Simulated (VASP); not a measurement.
Wanted: the native input for a VASP 6.6.1 run.

```
Task                   : single point
Functional             : PBEsol
Potentials or basis    : VASP PAW PBE potentials, release 64 (Ge_d)
Cutoff                 : 520 eV
k mesh                 : 14 × 14 × 8
Occupations            : fermi-dirac, width 0.1 eV
Spin                   : no spin polarisation
Dipole correction      : no
Further INCAR settings : ALGO = Normal; EDIFF = 1e-06; NBANDS = 21
```

The structure of Ge lies in POSCAR:

```
Ge
1.0
    3.1259052965      0.0000000000      0.0000000000
   -1.5629526483      2.7071133966      0.0000000000
    0.0000000000      0.0000000000      4.8577368626
Ge
2
Direct
    0.3333333333      0.6666666667      0.2500000000
    0.6666666667      0.3333333333      0.7500000000
```

This isn't the form of Ge at room conditions, which is diamond.

The input as run:

INCAR

```
SYSTEM = Ge
ALGO = Normal
EDIFF = 1E-6
ENCUT = 520
GGA = PS
ISIF = 2
ISMEAR = -1
LASPH = .True.
LCHARG = .False.
LREAL = .False.
LWAVE = .False.
NBANDS = 21
NELM = 60
PREC = Accurate
SIGMA = 0.1
```

KPOINTS

```
k-points
0
Gamma
  14 14 8
  0 0 0
```

Potentials or basis: VASP PAW PBE potentials, release 64 (Ge_d).

Launch:

```console
$ cat potpaw_PBE.64/Ge_d/POTCAR > POTCAR
$ mpirun -np 1 vasp_std > vasp.out
```

Results of the run:

The pressure is -6.3 GPa. The band gap on the k mesh is zero (bands 14 and 15 overlap by 8.27 eV).

Caveat: the cell stands under tension; the PAW data sets were made with another functional, which shifts forces and pressure a little.

It took 2 min on 1 thread of Intel Xeon 8259CL, with other jobs on the host, peak memory 0.21 GiB.
